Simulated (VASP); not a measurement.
**Ir: relaxation of cell and atoms with PBE**

Ir:

```
CELL_PARAMETERS angstrom
0.00000 1.93535 1.93535
1.93535 0.00000 1.93535
1.93535 1.93535 0.00000
ATOMIC_POSITIONS crystal
Ir 0.00000 0.00000 0.00000
```

| Property | Result |
| --- | --- |
| Program | VASP 6.6.1 |
| Task | relaxation of cell and atoms |
| Functional | PBE |
| Potentials or basis | VASP PAW PBE potentials, release 64 (Ir) |
| Cutoff | 600 eV |
| k mesh | 18 × 18 × 18 |
| Occupations | fermi-dirac, width 0.05 eV |
| Spin | no spin polarisation |
| Dipole correction | no |
| Further INCAR settings | ALGO = Normal; EDIFF = 1e-06; IBRION = 2; EDIFFG = -0.005; NSW = 45; ISIF = 3 |

```yaml
Relaxed_volume: 14.52 Å³/atom
Relaxed_cell: a = 2.738 Å, b = 2.738 Å, c = 2.738 Å, α = 60.00°, β = 60.00°, γ = 60.00°
Space_group_after_relaxing_to_0.1_Å: Fm-3m (No. 225)
Energy_gained_by_relaxing: 0.0 meV/atom
Ionic_steps: 3
Pressure_after_relaxing: 0.0 GPa
Band_gap_on_the_k_mesh: zero (an odd number of electrons rules out a gap without spin polarisation)
```

Final structure:
```xyz
1
Lattice="0.0000 1.9364 1.9364 1.9364 0.0000 1.9364 1.9364 1.9364 0.0000" Properties=species:S:1:pos:R:3 pbc="T T T"
Ir    0.0000    0.0000    0.0000
```

Levels at points of the mesh, in eV from the Fermi level:
| k point | band 2 | band 3 | band 4 | band 5 | band 6 | band 7 |
| --- | --- | --- | --- | --- | --- | --- |
| (0.00, 0.00, 0.00) | -3.76 | -3.76 | -3.76 | -1.18 | -1.18 | 14.35 |
| (0.50, 0.00, 0.00) | -3.86 | -3.86 | -0.72 | 0.82 | 0.82 | 6.97 |
| (0.50, 0.50, 0.00) | -7.08 | 0.79 | 1.38 | 1.38 | 1.68 | 10.13 |

It took 73 s on 1 thread of Intel Xeon 8259CL, with other jobs on the host, peak memory 0.17 GiB.

Caveat: spin-orbit coupling is left out, which moves the levels of the heavy elements.
